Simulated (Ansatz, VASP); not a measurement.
Two plane-wave programs on SrRe

The input INCAR:

```
  ALGO = Normal
  EDIFF = 1E-7
  ENCUT = 520
  ISIF = 2
  ISMEAR = 0
  LASPH = True
  LCHARG = False
  LREAL = False
  LWAVE = False
  NBANDS = 16
  NELM = 100
  PREC = Accurate
  SIGMA = 0.05
```

Contents of KPOINTS:

```
k-points
0
Gamma
  10 10 10
```

File POSCAR:

```
SrRe
1.0
    3.6380263064      0.0000000000      0.0000000000
    0.0000000000      3.6380263064      0.0000000000
    0.0000000000      0.0000000000      3.6380263064
Sr Re
1 1
Direct
    0.0000000000      0.0000000000      0.0000000000
    0.5000000000      0.5000000000      0.5000000000
```

Input for Ansatz:

```yaml
crystal:
  lattice:
    - [3.6380263064, 0.0, 0.0]
    - [0.0, 3.6380263064, 0.0]
    - [0.0, 0.0, 3.6380263064]
  atoms:
    - { symbol: Sr, position: [0.0, 0.0, 0.0] }
    - { symbol: Re, position: [0.5, 0.5, 0.5] }
basis:
  ecutwfc: 420
  ecutrho_ratio: 4
  xc_grid: 1
kpoints:
  mp_grid: { grid: [10, 10, 10] }
hamiltonian:
  xc: lda
scf:
  occupations: { method: gaussian, width: 0.05 }
output:
  forces: true
  stress: true
```

Alike in both runs: task single point; functional LDA; k mesh 10 × 10 × 10; occupations gaussian, width 0.05 eV; no spin polarisation.

```csv
,VASP,Ansatz
version,VASP 6.6.1,Ansatz 0.2.0
potentials or method,"VASP PAW LDA potentials, release 64 (Sr_sv, Re), cutoff 520 eV","scalar-relativistic, plane waves, PAW"
valence electrons in the cell,17,25
```

Ansatz gave:

- pressure (GPa): -6.2

Problem. Estimate VASP's values.

Solution. Pressure (GPa): -6.0.

LDA's correlation is that of Perdew and Zunger in VASP and of Perdew and Wang (1992) in Ansatz. VASP's potentials hold 17 valence electrons a cell and Ansatz's 25, so a difference there can come from the potentials and not from the codes.

Spin-orbit coupling is off throughout.
